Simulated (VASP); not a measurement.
# TaAs (I4_1md) in VASP: single point with LDA

Aim: the single point of TaAs with LDA.

Program: VASP 6.6.1. These are calculated values, not measurements. Logs are shortened: lines on timing, memory, paths and dates and some standing lists are left out, and cuts for length are marked.

## (1) The cell of the first run

It takes space group I4_1md (No. 109, tetragonal). The conventional cell has a = 3.444 Å, b = 3.444 Å, c = 11.736 Å, α = 90.00°, β = 90.00°, γ = 90.00°. Within 3.5 Å of Ta (site symmetry 2mm) lie 6 As at 2.61 to 2.62 Å and 8 Ta at 3.40 to 3.44 Å. As (site symmetry 2mm) has 6 Ta at 2.61 to 2.62 Å and 8 As at 3.40 to 3.44 Å within 3.5 Å.

## (2) Single point, LDA

Input file INCAR:

```
SYSTEM = TaAs
ALGO = Normal
EDIFF = 1E-6
ENCUT = 510
GGA_COMPAT = .False.
ISIF = 2
ISMEAR = 0
LASPH = .True.
LCHARG = .False.
LREAL = .False.
LWAVE = .False.
NBANDS = 36
NELM = 120
PREC = Accurate
SIGMA = 0.05
```

Input file KPOINTS:

```
k-points
0
Gamma
  10 10 10
  0 0 0
```

Input file POSCAR:

```
TaAs
1.0
    0.0000000000     -3.4436267244      0.0000000000
    3.4436267244      0.0000000000      0.0000000000
   -1.7218133622      1.7218133622      5.8679415361
Ta As
2 2
Direct
    0.4999673000      0.9999673000      0.9999346000
    0.7499673000      0.7499673000      0.4999346000
    0.0826321200      0.5826321200      0.1652642400
    0.3326321200      0.3326321200      0.6652642400
```

Potentials or basis: VASP PAW LDA potentials, release 64 (Ta_sv_GW, As_d).

Started as:

```bash
$ cat potpaw_LDA.64/Ta_sv_GW/POTCAR potpaw_LDA.64/As_d/POTCAR > POTCAR
$ mpirun -np 1 vasp_std > vasp.out
```

OUTCAR:

```text
SYSTEM = TaAs
   EDIFF = 1E-6
   ENCUT = 510
   ISIF = 2
   ISMEAR = 0
   LASPH = .True.
   LREAL = .False.
   NELM = 120
   PREC = Accurate

 ion  position               nearest neighbor table
   1  0.500  1.000  1.000-   4 2.61   4 2.61   3 2.62   3 2.62   3 2.62   3 2.62
   2  0.750  0.750  0.500-   3 2.61   3 2.61   4 2.62   4 2.62   4 2.62   4 2.62
   3  0.083  0.583  0.165-   2 2.61   2 2.61   1 2.62   1 2.62   1 2.62   1 2.62
   4  0.333  0.333  0.665-   1 2.61   1 2.61   2 2.62   2 2.62   2 2.62   2 2.62

  LATTYP: Found a body centered tetragonal cell.
 ALAT       =     3.4436267244
 C/A-ratio  =     3.4080009279

  Lattice vectors:

 A1 = (  -1.7218133622,  -1.7218133622,  -5.8679415361)
 A2 = (   1.7218133622,   1.7218133622,  -5.8679415361)
 A3 = (   1.7218133622,  -1.7218133622,   5.8679415361)

Analysis of symmetry for initial positions (statically):
=====================================================================
 Subroutine PRICEL returns:
 Original cell was already a primitive cell.

 Routine SETGRP: Setting up the symmetry group for a
 body centered tetragonal supercell.

 Subroutine GETGRP returns: Found  8 space group operations
 (whereof  4 operations were pure point group operations)
 out of a pool of 16 trial point group operations.

The static configuration has the point symmetry C_2v.
 The point group associated with its full space group is C_4v.

Analysis of symmetry for dynamics (positions and initial velocities):
=====================================================================
 Subroutine PRICEL returns:
 Original cell was already a primitive cell.

 Routine SETGRP: Setting up the symmetry group for a
 body centered tetragonal supercell.

 Subroutine GETGRP returns: Found  8 space group operations
 (whereof  4 operations were pure point group operations)
 out of a pool of 16 trial point group operations.

The dynamic configuration has the point symmetry C_2v.
 The point group associated with its full space group is C_4v.

 Subroutine INISYM returns: Found  8 space group operations
 (whereof  4 operations are pure point group operations),
 and found     1 'primitive' translations

----------------------------------------------------------------------------------------

                                     Primitive cell

  volume of cell :      69.5854

  direct lattice vectors                    reciprocal lattice vectors
     0.000000000 -3.443626724  0.000000000     0.000000000 -0.290391520  0.085208756
     3.443626724  0.000000000  0.000000000     0.290391520  0.000000000  0.085208756
    -1.721813362  1.721813362  5.867941536     0.000000000  0.000000000  0.170417512

  length of vectors
     3.443626724  3.443626724  6.353111079     0.302634709  0.302634709  0.170417512

  position of ions in fractional coordinates (direct lattice)
     0.499967300  0.999967300  0.999934600
     0.749967300  0.749967300  0.499934600
     0.082632120  0.582632120  0.165264240
     0.332632120  0.332632120  0.665264240

  ion indices of the primitive-cell ions
   primitive index   ion index
                 1           1
                 2           2
                 3           3
                 4           4

----------------------------------------------------------------------------------------

 KPOINTS: k-points

Automatic generation of k-mesh.
 Grid dimensions read from file:
 generate k-points for:   10   10   10

 Generating k-lattice:

  Cartesian coordinates                     Fractional coordinates (reciprocal lattice)
     0.000000000 -0.029039152  0.008520876     0.100000000  0.000000000  0.000000000
     0.029039152  0.000000000  0.008520876     0.000000000  0.100000000  0.000000000
     0.000000000  0.000000000  0.017041751     0.000000000  0.000000000  0.100000000

  Length of vectors
     0.030263471  0.030263471  0.017041751

  Shift w.r.t. Gamma in fractional coordinates (k-lattice)
     0.000000000  0.000000000  0.000000000

 Subroutine IBZKPT returns following result:
 ===========================================

 Found    102 irreducible k-points:

 Following reciprocal coordinates:
            Coordinates               Weight
  0.000000  0.000000  0.000000      1.000000
  0.100000  0.000000  0.000000      8.000000
  0.200000  0.000000  0.000000      8.000000
  0.300000  0.000000  0.000000      8.000000
  0.400000  0.000000  0.000000      8.000000
  0.500000  0.000000  0.000000      4.000000
[... 16 lines left out ...]
  0.300000  0.300000  0.000000      8.000000
  0.400000  0.300000  0.000000     16.000000
 [... further k-points ...]
   k-points           NKPTS =    102   k-points in BZ     NKDIM =    102   number of bands    NBANDS=     36
   number of dos      NEDOS =    301   number of ions     NIONS =      4
   total plane-waves  NPLWV =  37632
   dimension x,y,z NGX =    28 NGY =   28 NGZ =   48
   dimension x,y,z NGXF=    56 NGYF=   56 NGZF=   96
   ions per type =               2   2
   NGX,Y,Z   is equivalent  to a cutoff of  13.52, 13.52, 12.56 a.u.
   NGXF,Y,Z  is equivalent  to a cutoff of  27.03, 27.03, 25.12 a.u.
 SYSTEM =  TaAs
   PREC   = accura    normal or accurate (medium, high low for compatibility)
   ISTART =      0    job   : 0-new  1-cont  2-samecut
   ICHARG =      2    charge: 1-file 2-atom 10-const
   ISPIN  =      1    spin polarized calculation?
   LNONCOLLINEAR =      F non collinear calculations
   LSORBIT =      F    spin-orbit coupling
   LASPH  =      T    aspherical Exc in radial PAW
   ENCUT  =  510.0 eV  37.48 Ry    6.12 a.u.   6.34  6.34 11.70*2*pi/ulx,y,z
   NELM   =    120;   NELMIN=  2; NELMDL= -5     # of ELM steps
   EDIFF  = 0.1E-05   stopping-criterion for ELM
   LREAL  =      F    real-space projection
   EDIFFG = 0.1E-04   stopping-criterion for IOM
   NSW    =      0    number of steps for IOM
   IBRION =     -1    ionic relax: 0-MD 1-quasi-New 2-CG
   NFREE  =      0    steps in history (QN), initial steepest desc. (CG)
   ISIF   =      2    stress and relaxation
   ISYM   =      2    0-nonsym 1-usesym 2-fastsym
   POTIM  = 0.5000    time-step for ionic-motion
   TEBEG  =    0.0;   TEEND  =   0.0 temperature during run
   PSTRESS=    0.0 pullay stress
   NELECT =      56.0000    total number of electrons
   NUPDOWN=      -1.0000    fix difference up-down
   EMIN   =  10.00;   EMAX   =-10.00  energy-range for DOS
   EFERMI =   0.00;   METHOD = LEGACY
   ISMEAR =     0;   SIGMA  =   0.05  broadening in eV -4-tet -1-fermi 0-gaus
   EFERMI_NEDOS =   21; number of points for ismear=-14 and -15
   IALGO  =     38    algorithm
   IMIX   =      4    mixing-type and parameters
     AMIX     =   0.40;   BMIX     =  1.00
     AMIX_MAG =   1.60;   BMIX_MAG =  1.00
  volume/ion in A,a.u.               =      17.40       117.40
  Fermi-wavevector in a.u.,A,eV,Ry     =   1.522760  2.877600 31.549173  2.318799
  Thomas-Fermi vector in A             =   2.631296
   LORBIT       =      0    0 simple, 1 ext, 2 COOP (PROOUT), +10 PAW based schemes
   GGA     = CA    functional components
   LHFCALC =     F    Hartree Fock is set to
   AEXX    =    0.0000 exact exchange contribution
   IVDW    =     0    specifies the selected vdW correction
   LEPSILON=     F    determine dielectric tensor
   LRPA    =     F    only Hartree local field effects (RPA)
 non-spin polarized calculation
 Gauss-broadening in eV      SIGMA  =   0.05
  energy-cutoff  :      510.00
  volume of cell :       69.59
 maximum number of plane-waves:      1836
 NGX is ok and might be reduce to    28
   NGX = 13   NGY = 13   NGZ = 23

 number of electron      56.0000023 magnetization

 Free energy of the ion-electron system (eV)
  ---------------------------------------------------
  ext. energy  EPLUGINS =         0.00000000
  ---------------------------------------------------
  free energy    TOTEN  =       -43.88619706 eV

  energy without entropy =      -43.88551422  energy(sigma->0) =      -43.88585564

 E-fermi :   8.3462     XC(G=0): -12.8135

 val. band max:        8.3261751021   @ k =   0.4000   0.0000   0.1000
 cond. band min:       8.3651453055   @ k =   0.4000   0.0000   0.1000
 fundamental gap:      0.0389702034
 Fermi energy:         8.3461608649

 k-point     1 :       0.0000    0.0000    0.0000
  band No.  band energies     occupation
      1     -59.6294      2.00000
      2     -59.6191      2.00000
      3     -27.4130      2.00000
      4     -27.4130      2.00000
      5     -27.3840      2.00000
      6     -27.3792      2.00000
[... 28 lines left out ...]
     35      12.4582      0.00000
     36      12.5046      0.00000

 k-point     2 :       0.1000    0.0000    0.0000
  band No.  band energies     occupation
      1     -59.6288      2.00000
      2     -59.6188      2.00000
      3     -27.4150      2.00000
      4     -27.4139      2.00000
      5     -27.3831      2.00000
      6     -27.3777      2.00000
[... 28 lines left out ...]
     35      12.1607      0.00000
     36      12.9179      0.00000

 k-point     3 :       0.2000    0.0000    0.0000
  band No.  band energies     occupation
      1     -59.6271      2.00000
      2     -59.6182      2.00000
      3     -27.4204      2.00000
      4     -27.4151      2.00000
      5     -27.3862      2.00000
      6     -27.3817      2.00000
[... 28 lines left out ...]
     35      12.6627      0.00000
     36      13.9334      0.00000
[... 742 lines left out ...]
 k-point    23 :       0.3000    0.3000    0.0000
  band No.  band energies     occupation
      1     -59.6201      2.00000
      2     -59.6166      2.00000
      3     -27.4305      2.00000
      4     -27.4179      2.00000
      5     -27.4046      2.00000
      6     -27.4004      2.00000
[... 28 lines left out ...]
     35      13.2234      0.00000
     36      13.7726      0.00000

 k-point    24 :       0.4000    0.3000    0.0000
  band No.  band energies     occupation
      1     -59.6185      2.00000
      2     -59.6160      2.00000
      3     -27.4361      2.00000
      4     -27.4236      2.00000
      5     -27.4033      2.00000
      6     -27.3984      2.00000
[... 28 lines left out ...]
     35      13.2529      0.00000
     36      13.5797      0.00000

 [... further k-points ...]

------------------------ aborting loop because EDIFF is reached ----------------------------------------

  FORCE on cell =-STRESS in cart. coord.  units (eV):
  Direction    XX          YY          ZZ          XY          YZ          ZX
  --------------------------------------------------------------------------------------
  -------------------------------------------------------------------------------------
  Total       -3.1834050     -3.1834050     -3.1394606      0.0000000      0.0000000      0.0000000
  in kB      -73.2967232    -73.2967232    -72.2849197      0.0000000      0.0000000      0.0000000
  external PRESSURE =     -72.9594554 kB  Pullay stress =       0.0000000 kB

 VOLUME and BASIS-vectors are now :
 -----------------------------------------------------------------------------
  energy-cutoff  :      510.00
  volume of cell :       69.59
      direct lattice vectors                 reciprocal lattice vectors
     0.000000000 -3.443626724  0.000000000     0.000000000 -0.290391520  0.085208756
     3.443626724  0.000000000  0.000000000     0.290391520  0.000000000  0.085208756
    -1.721813362  1.721813362  5.867941536     0.000000000  0.000000000  0.170417512

 POSITION                                       TOTAL-FORCE (eV/Angst)
 -----------------------------------------------------------------------------------
      1.72181      0.00000      5.86756         0.000000      0.000000      0.023090
      1.72181     -1.72181      2.93359        -0.000000     -0.000000      0.023090
      1.72181      0.00000      0.96976         0.000000      0.000000     -0.023090
      0.00000      0.00000      3.90373        -0.000000     -0.000000     -0.023090
 -----------------------------------------------------------------------------------
    total drift:                               -0.000145      0.000145      0.002677

  FREE ENERGIE OF THE ION-ELECTRON SYSTEM (eV)
  ---------------------------------------------------
  free  energy   TOTEN  =       -43.8861970614 eV

  energy  without entropy=      -43.8855142242  energy(sigma->0) =      -43.88585564
```

Wall time 3.4 min (1 thread of Intel Xeon Platinum 8559C (Emerald Rapids), shared host); peak memory 0.33 GiB.

What came out:

```
Free energy            : -43.8862 eV
Pressure               : -7.3 GPa
Largest force          : 0.023 eV/Å
Band gap on the k mesh : 0.04 eV
```

Forces in eV/Å, atoms in the order of the input:
```
Ta   0.000  0.000  0.023
Ta   0.000  0.000  0.023
As   0.000  0.000 -0.023
As   0.000  0.000 -0.023
```

Caveat: the cell stands under tension; spin-orbit coupling is left out, which moves the levels of the heavy elements. A k mesh can miss the band edges.
